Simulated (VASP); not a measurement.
Here is a VASP 6.6.1 calculation.

The input INCAR:

```
  ALGO = Normal
  EDIFF = 1E-7
  ENCUT = 520
  GGA = PS
  ISIF = 2
  ISMEAR = -1
  ISPIN = 2
  LASPH = T
  LCHARG = F
  LDAU = T
  LDAUJ = 0 0
  LDAUL = 2 -1
  LDAUPRINT = 1
  LDAUTYPE = 2
  LDAUU = 1 0
  LMAXMIX = 4
  LORBIT = 11
  LREAL = F
  LWAVE = F
  MAGMOM = 1.5 0
  NBANDS = 19
  NELM = 150
  PREC = Accurate
  SIGMA = 0.15
```

The input KPOINTS:

```
k-points
0
Gamma
  12 12 12
```

POSCAR

```
NiO
1.0
    2.9499100000      0.0000000000      0.0000000000
    1.4749550000      2.5546969989      0.0000000000
    1.4749550000      0.8515656663      2.4085914290
Ni O
1 1
Direct
    0.0000000000      0.0000000000      0.0000000000
    0.5000000000      0.5000000000      0.5000000000
```

Potentials or basis: VASP PAW PBE potentials, release 64 (Ni, O).

Launch:

```sh
$ cat potpaw_PBE.64/Ni/POTCAR potpaw_PBE.64/O/POTCAR > POTCAR
$ mpirun -np 1 vasp_std > vasp.out
```

**Question.** Estimate the site moments.

**Answer.** Ni +1.50; O +0.27 μB.

**Question.** What does it give for the pressure?

**Answer.** -4.0 GPa.

Eigenvalues of the final occupation matrices:
```tsv
site	spin	trace	eigenvalues
site 1 d	1	4.88	0.97 0.97 0.97 0.99 0.99
site 1 d	2	3.40	0.27 0.27 0.96 0.96 0.96
```

Caveat: the PAW data sets were made with another functional, which shifts forces and pressure a little; a cell with one magnetic atom can't hold antiferromagnetic order, which such compounds often take. The state reached can hang on the start; a lower one may exist.
